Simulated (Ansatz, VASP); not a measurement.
# Zr: VASP beside Ansatz

The input INCAR:

```
SYSTEM = Zr
PREC     = Accurate       ! precision mode
ENCUT    = 520            ! plane-wave cutoff, eV
EDIFF    = 1E-6           ! SCF threshold, eV
ISMEAR   = -1             ! smearing method
SIGMA    = 0.05           ! smearing width, eV
LREAL    = .False.        ! projectors in reciprocal space
LASPH    = .True.         ! aspherical terms in the spheres
NELM     = 150            ! most SCF steps
ALGO     = Normal         ! electronic algorithm
ISIF     = 2              ! what is computed and relaxed
LWAVE    = .False.        ! write WAVECAR
LCHARG   = .False.        ! write CHGCAR
LMAXMIX  = 4              ! l up to which the mixer works
LDAU     = .True.         ! DFT+U
LDAUTYPE = 2            
LDAUL    = 2              ! shell
LDAUU    = 6              ! U, eV
LDAUJ    = 0            
LDAUPRINT= 1            
GGA      = PE             ! functional
NBANDS   = 19             ! bands
```

KPOINTS

```
Automatic mesh
0
Gamma
  12 12 7
  0 0 0
```

POSCAR

```
Zr
1.0
    3.1906429419      0.0000000000      0.0000000000
   -1.5953214710      2.7631778421      0.0000000000
    0.0000000000      0.0000000000      5.1722200000
Zr
2
Direct
    0.3333333333      0.6666666667      0.2500000000
    0.6666666667      0.3333333333      0.7500000000
```

Input for Ansatz:

```yaml
crystal:
  lattice:
    - [3.1906429419, 0.0, 0.0]
    - [-1.595321471, 2.7631778421, 0.0]
    - [0.0, 0.0, 5.17222]
  atoms:
    - { symbol: Zr, position: [0.3333333333, 0.6666666667, 0.25] }
    - { symbol: Zr, position: [0.6666666667, 0.3333333333, 0.75] }
kpoints:
  mp_grid: { grid: [12, 12, 7] }
scf:
  occupations: { method: fermi_dirac, width: 0.05 }
hamiltonian:
  xc: pbe
  pseudopotentials: { kind: all_electron, lapw: { basis_error: 0.001 } }
  hubbard: { sites: [{ species: Zr, l: d, u_eff: 6.0 }], double_counting: fll }
output:
  forces: true
  stress: true
  eigenvalues: true
```

Alike in both runs: task single point; functional PBE; k mesh 12 × 12 × 7; occupations fermi-dirac, width 0.05 eV; no spin polarisation; Hubbard terms Zr d U = 6.0 eV.

|  | VASP | Ansatz |
| --- | --- | --- |
| version | VASP 6.6.1 | Ansatz 0.2.0 |
| potentials or method | VASP PAW PBE potentials, release 64 (Zr_sv), cutoff 520 eV | all-electron LAPW, scalar-relativistic |

|  | VASP | Ansatz | Ansatz less VASP |
| --- | --- | --- | --- |
| gap on the k mesh at the Fermi level (eV) | none | none | - |
| pressure (GPa) | 20.0 | 14.9 | -5.04 |
| traceless stress, the component that is largest in VASP (GPa) | -2.16 | -0.91 | +1.252 |

The programs project onto different local orbitals, so the same U acts differently, and such runs can settle in different states. A gap of «none» marks a metal or a gap that the smearing closes. Ansatz ran all-electron here, and VASP with PAW potentials. Ansatz's warnings: filled band counts differ across k points.
